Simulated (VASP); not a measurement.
Set up this calculation in VASP 6.6.1, as the native input.

```
Task                   : single point
Functional             : PBEsol
Potentials or basis    : VASP PAW PBE potentials, release 64 (Al, Ru_pv)
Cutoff                 : 520 eV
k mesh                 : 14 × 14 × 14
Occupations            : gaussian, width 0.1 eV
Spin                   : no spin polarisation
Dipole correction      : no
Further INCAR settings : ALGO = Fast; EDIFF = 1e-06; NBANDS = 16
```

The structure of AlRu lies in POSCAR:

```
AlRu
1.0
    2.9281299013      0.0000000000      0.0000000000
    0.0000000000      2.9281299013      0.0000000000
    0.0000000000      0.0000000000      2.9281299013
Al Ru
1 1
Direct
    0.0000000000      0.0000000000      0.0000000000
    0.5000000000      0.5000000000      0.5000000000
```

The input as run:

INCAR

```
ALGO = Fast ; EDIFF = 1E-6
ENCUT = 520 ; GGA = PS
ISIF = 2 ; ISMEAR = 0
LASPH = T ; LCHARG = F
LREAL = F ; LWAVE = F
NBANDS = 16 ; NELM = 100
PREC = Accurate ; SIGMA = 0.1
```

KPOINTS

```
k-points
0
Gamma
  14 14 14
```

Potentials or basis: VASP PAW PBE potentials, release 64 (Al, Ru_pv).

Command:

```bash
$ cat potpaw_PBE.64/Al/POTCAR potpaw_PBE.64/Ru_pv/POTCAR > POTCAR
$ mpirun -np 1 vasp_std > vasp.out
```

It gave:

The pressure is 12.0 GPa. The band gap on the k mesh is zero (an odd number of electrons rules out a gap without spin polarisation).

Caveat: the cell stands under pressure; the PAW data sets were made with another functional, which shifts forces and pressure a little.

Run time: 38 s on 1 thread of Intel Xeon 8259CL (shared host), peak memory 0.17 GiB.
